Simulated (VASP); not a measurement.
A run of VASP 6.6.1 is set up as follows.

Contents of POSCAR:

```
BAs
1.0
    0.0000000000      2.3885000000      2.4840400000
    2.3885000000      0.0000000000      2.4840400000
    2.3885000000      2.3885000000      0.0000000000
B As
1 1
Direct
    0.0000000000      0.0000000000      0.0000000000
    0.7500000000      0.7500000000      0.7500000000
```

INCAR.step1

```
PREC     = Accurate       # precision mode
ENCUT    = 520            # plane-wave cutoff, eV
ISMEAR   = 0              # smearing method
SIGMA    = 0.05           # smearing width, eV
LREAL    = F              # projectors in reciprocal space
LASPH    = T              # aspherical terms in the spheres
NELM     = 60             # most SCF steps
NBANDS   = 11             # bands
GGA      = PE             # functional
ALGO     = Normal         # electronic algorithm
EDIFF    = 1E-4           # SCF threshold, eV
LWAVE    = T              # write WAVECAR
LCHARG   = F              # write CHGCAR
```

File INCAR.step2:

```
PREC     = Accurate       # precision mode
ENCUT    = 520            # plane-wave cutoff, eV
EDIFF    = 1E-7           # SCF threshold, eV
ISMEAR   = 0              # smearing method
SIGMA    = 0.05           # smearing width, eV
LREAL    = F              # projectors in reciprocal space
LASPH    = T              # aspherical terms in the spheres
NELM     = 60             # most SCF steps
ALGO     = Normal         # electronic algorithm
ISIF     = 2              # what is computed and relaxed
LWAVE    = F              # write WAVECAR
LCHARG   = T              # write CHGCAR
METAGGA  = R2SCAN         # meta-GGA
LMIXTAU  = T            
LELF     = T              # ELF
LVHAR    = T            
NBANDS   = 11             # bands
ISTART   = 1
```

The input KPOINTS:

```
regular mesh
0
Gamma
  10 10 10
```

Potentials or basis: VASP PAW PBE potentials, release 64 (B, As).

Run with:

```bash
$ cat potpaw_PBE.64/B/POTCAR potpaw_PBE.64/As/POTCAR > POTCAR
$ cp INCAR.step1 INCAR
$ mpirun -np 1 vasp_std > vasp.out
$ cp INCAR.step2 INCAR
$ mpirun -np 1 vasp_std > vasp.out
```

Question: What does it give for the pressure?

Answer: -4.4 GPa.

Question: Estimate the band gap on the k mesh.

Answer: 1.11 eV, indirect (least direct gap 3.18 eV).

Stress tensor (GPa, compression positive):
```
 -1.44   0.00   0.00
  0.00  -1.44   0.00
  0.00   0.00 -10.34
```

Caveat: the cell differs from its parent crystal (strain +0.000 along x and y, +0.040 along z); the PAW data sets were made with another functional, which shifts forces and pressure a little. A k mesh can miss the band edges.
